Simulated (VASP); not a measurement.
# BaAs (Pm-3m) in VASP: further runs, part 2 of 2

VASP 6.6.1.

### 3 Single point, r2SCAN, non-collinear spin, zero start, spin-orbit coupling

File POSCAR:

```
BaAs
1.0
    4.0245855900      0.0000000000      0.0000000000
    0.0000000000      4.0245855900      0.0000000000
    0.0000000000      0.0000000000      4.0245855900
Ba As
1 1
Direct
    0.0000000000      0.0000000000      0.0000000000
    0.5000000000      0.5000000000      0.5000000000
```

File INCAR.step1:

```
PREC     = Accurate       # precision mode
ENCUT    = 520            # plane-wave cutoff, eV
ISMEAR   = 1              # smearing method
SIGMA    = 0.05           # smearing width, eV
LREAL    = F              # projectors in reciprocal space
LASPH    = T              # aspherical terms in the spheres
NELM     = 150            # most SCF steps
MAGMOM   = 0 0 0 0 0 0    # initial moments
LSORBIT  = T              # spin-orbit coupling
GGA_COMPAT= F            
NBANDS   = 27             # bands
GGA      = PE             # functional
ALGO     = Normal         # electronic algorithm
EDIFF    = 1E-4           # SCF threshold, eV
LWAVE    = T              # write WAVECAR
LCHARG   = F              # write CHGCAR
```

File INCAR.step2:

```
PREC     = Accurate       # precision mode
ENCUT    = 520            # plane-wave cutoff, eV
EDIFF    = 1E-7           # SCF threshold, eV
ISMEAR   = 1              # smearing method
SIGMA    = 0.05           # smearing width, eV
LREAL    = F              # projectors in reciprocal space
LASPH    = T              # aspherical terms in the spheres
NELM     = 150            # most SCF steps
ALGO     = Normal         # electronic algorithm
ISIF     = 2              # what is computed and relaxed
LWAVE    = F              # write WAVECAR
LCHARG   = T              # write CHGCAR
MAGMOM   = 0 0 0 0 0 0    # initial moments
LORBIT   = 11             # projections on sites
LSORBIT  = T              # spin-orbit coupling
GGA_COMPAT= F            
LORBMOM  = T            
METAGGA  = R2SCAN         # meta-GGA
LMIXTAU  = T            
LVHAR    = T            
NBANDS   = 27             # bands
ISTART   = 1
```

File KPOINTS:

```
Automatic mesh
0
Gamma
  6 6 6
```

Potentials or basis: VASP PAW PBE potentials, release 64 (Ba_sv, As).

Started as:

```sh
> cat potpaw_PBE.64/Ba_sv/POTCAR potpaw_PBE.64/As/POTCAR > POTCAR
> cp INCAR.step1 INCAR
> mpirun -np 1 vasp_ncl > vasp.out
> cp INCAR.step2 INCAR
> mpirun -np 1 vasp_ncl > vasp.out
```

OUTCAR:

```text
PREC = Accurate
   ENCUT = 520
   EDIFF = 1E-7
   ISMEAR = 1
   LREAL = F
   LASPH = T
   NELM = 150
   ISIF = 2
   LORBIT = 11
   LSORBIT = T
   METAGGA = R2SCAN
   ISTART = 1

 ion  position               nearest neighbor table
   1  0.000  0.000  0.000-   2 3.49   2 3.49   2 3.49   2 3.49   2 3.49   2 3.49   2 3.49   2 3.49

   2  0.500  0.500  0.500-   1 3.49   1 3.49   1 3.49   1 3.49   1 3.49   1 3.49   1 3.49   1 3.49

  LATTYP: Found a simple cubic cell.
 ALAT       =     4.0245855900

  Lattice vectors:

 A1 = (   4.0245855900,   0.0000000000,   0.0000000000)
 A2 = (   0.0000000000,   4.0245855900,   0.0000000000)
 A3 = (   0.0000000000,   0.0000000000,   4.0245855900)

Analysis of symmetry for initial positions (statically):
=====================================================================
 Subroutine PRICEL returns:
 Original cell was already a primitive cell.

 Routine SETGRP: Setting up the symmetry group for a
 simple cubic supercell.

 Subroutine GETGRP returns: Found 48 space group operations
 (whereof 48 operations were pure point group operations)
 out of a pool of 48 trial point group operations.

The static configuration has the point symmetry O_h .

Analysis of symmetry for dynamics (positions and initial velocities):
=====================================================================
 Subroutine PRICEL returns:
 Original cell was already a primitive cell.

 Routine SETGRP: Setting up the symmetry group for a
 simple cubic supercell.

 Subroutine GETGRP returns: Found 48 space group operations
 (whereof 48 operations were pure point group operations)
 out of a pool of 48 trial point group operations.

The dynamic configuration has the point symmetry O_h .

Analysis of structural, dynamic, and magnetic symmetry:
=====================================================================
 Subroutine PRICEL returns:
 Original cell was already a primitive cell.

 Routine SETGRP: Setting up the symmetry group for a
 simple cubic supercell.

 Subroutine GETGRP returns: Found 48 space group operations
 (whereof 48 operations were pure point group operations)
 out of a pool of 48 trial point group operations.

The overall configuration has the point symmetry O_h .

 Subroutine INISYM returns: Found 48 space group operations
 (whereof 48 operations are pure point group operations),
 and found     1 'primitive' translations

----------------------------------------------------------------------------------------

                                     Primitive cell

  volume of cell :      65.1874

  direct lattice vectors                    reciprocal lattice vectors
     4.024585590  0.000000000  0.000000000     0.248472787  0.000000000  0.000000000
     0.000000000  4.024585590  0.000000000     0.000000000  0.248472787  0.000000000
     0.000000000  0.000000000  4.024585590     0.000000000  0.000000000  0.248472787

  length of vectors
     4.024585590  4.024585590  4.024585590     0.248472787  0.248472787  0.248472787

  position of ions in fractional coordinates (direct lattice)
[... 737 lines left out ...]
  --------------------------------------------------------------------------------------
  -------------------------------------------------------------------------------------
  Total        0.0720191      0.0720191      0.0720191      0.0000000      0.0000000      0.0000000
  in kB        1.7700882      1.7700882      1.7700882      0.0000000      0.0000000      0.0000000
  external PRESSURE =       1.7700882 kB  Pullay stress =       0.0000000 kB

 VOLUME and BASIS-vectors are now :
 -----------------------------------------------------------------------------
  energy-cutoff  :      520.00
  volume of cell :       65.19
      direct lattice vectors                 reciprocal lattice vectors
     4.024585590  0.000000000  0.000000000     0.248472787  0.000000000  0.000000000
     0.000000000  4.024585590  0.000000000     0.000000000  0.248472787  0.000000000
     0.000000000  0.000000000  4.024585590     0.000000000  0.000000000  0.248472787

 POSITION                                       TOTAL-FORCE (eV/Angst)
 -----------------------------------------------------------------------------------
      0.00000      0.00000      0.00000         0.000000      0.000000      0.000000
      2.01229      2.01229      2.01229         0.000000      0.000000      0.000000
 -----------------------------------------------------------------------------------
    total drift:                                0.000000      0.000000      0.000000

  FREE ENERGIE OF THE ION-ELECTRON SYSTEM (eV)
  ---------------------------------------------------
  free  energy   TOTEN  =       -43.2786222246 eV

  energy  without entropy=      -43.2791727576  energy(sigma->0) =      -43.27880574

 orbital moment (x)

 # of ion     p       d       tot
 ----------------------------------------
  1         0.000  -0.000  -0.000
  2         0.000  -0.000  -0.000
 ----------------------------------------
            0.000  -0.000  -0.000

 orbital moment (y)

 # of ion     p       d       tot
 ----------------------------------------
  1         0.000   0.000   0.000
  2         0.000  -0.000  -0.000
 ----------------------------------------
            0.000   0.000   0.000

 orbital moment (z)

 # of ion     p       d       tot
 ----------------------------------------
  1         0.000  -0.000  -0.000
  2         0.000  -0.000   0.000
 ----------------------------------------
            0.000  -0.000   0.000

 Spin-Orbit-Coupling matrix elements

 Ion:    1  E_soc:     -0.3745987
 l=   1
     0.0000000    -0.0620949    -0.0620949
    -0.0620949     0.0000000    -0.0620949
    -0.0620949    -0.0620949     0.0000000
 l=   2
     0.0000000    -0.0001705     0.0000000    -0.0001705    -0.0001677
    -0.0001705     0.0000000    -0.0001258    -0.0001705    -0.0000419
     0.0000000    -0.0001258     0.0000000    -0.0001258     0.0000000
    -0.0001705    -0.0001705    -0.0001258     0.0000000    -0.0000419
    -0.0001677    -0.0000419     0.0000000    -0.0000419     0.0000000
 l=   3
     0.0000000     0.0000000     0.0000000     0.0000000     0.0000000     0.0000000     0.0000000
     0.0000000     0.0000000     0.0000000     0.0000000     0.0000000     0.0000000     0.0000000
     0.0000000     0.0000000     0.0000000     0.0000000     0.0000000     0.0000000     0.0000000
     0.0000000     0.0000000     0.0000000     0.0000000     0.0000000     0.0000000     0.0000000
     0.0000000     0.0000000     0.0000000     0.0000000     0.0000000     0.0000000     0.0000000
     0.0000000     0.0000000     0.0000000     0.0000000     0.0000000     0.0000000     0.0000000
     0.0000000     0.0000000     0.0000000     0.0000000     0.0000000     0.0000000     0.0000000

 Ion:    2  E_soc:     -0.0420896
 l=   1
     0.0000000    -0.0070156    -0.0070156
    -0.0070156     0.0000000    -0.0070156
    -0.0070156    -0.0070156     0.0000000
 l=   2
     0.0000000    -0.0000005     0.0000000    -0.0000005     0.0000011
    -0.0000005     0.0000000     0.0000008    -0.0000005     0.0000003
     0.0000000     0.0000008     0.0000000     0.0000008     0.0000000
    -0.0000005    -0.0000005     0.0000008     0.0000000     0.0000003
     0.0000011     0.0000003     0.0000000     0.0000003     0.0000000
 l=   3
     0.0000000     0.0000000     0.0000000     0.0000000     0.0000000     0.0000000     0.0000000
     0.0000000     0.0000000     0.0000000     0.0000000     0.0000000     0.0000000     0.0000000
     0.0000000     0.0000000     0.0000000     0.0000000     0.0000000     0.0000000     0.0000000
     0.0000000     0.0000000     0.0000000     0.0000000     0.0000000     0.0000000     0.0000000
     0.0000000     0.0000000     0.0000000     0.0000000     0.0000000     0.0000000     0.0000000
     0.0000000     0.0000000     0.0000000     0.0000000     0.0000000     0.0000000     0.0000000
     0.0000000     0.0000000     0.0000000     0.0000000     0.0000000     0.0000000     0.0000000

 total charge

# of ion       s       p       d       tot
------------------------------------------
    1        2.028   5.611   0.286   7.924
    2        1.245   1.497   0.006   2.748
--------------------------------------------------
tot          3.273   7.108   0.292  10.673

 magnetization (x)

# of ion       s       p       d       tot
------------------------------------------
    1       -0.000   0.000  -0.000  -0.000
    2        0.000   0.000   0.000   0.000
--------------------------------------------------
tot         -0.000   0.000  -0.000  -0.000

 magnetization (y)

# of ion       s       p       d       tot
------------------------------------------
    1        0.000  -0.000  -0.000  -0.000
    2       -0.000  -0.000   0.000  -0.000
--------------------------------------------------
tot         -0.000  -0.000  -0.000  -0.000

 magnetization (z)

# of ion       s       p       d       tot
------------------------------------------
    1       -0.000  -0.000   0.000   0.000
    2        0.000  -0.000  -0.000  -0.000
--------------------------------------------------
tot         -0.000  -0.000   0.000  -0.000
```

It took 4.2 min on 1 thread of Intel Xeon 6975P-C (Granite Rapids), shared host; peak memory 0.36 GiB.

Results:

- Free energy: -43.2786 eV
- Pressure: 0.2 GPa
- Net moment: 0.00 μB per cell
- Valence electrons inside the program's atomic spheres: Ba 7.92; As 2.75

Moments on the atoms (μB; x, y, z):
```
Ba  0.00 0.00 0.00
As  0.00 0.00 0.00
```

Caveat: the PAW data sets were made with another functional, which shifts forces and pressure a little.
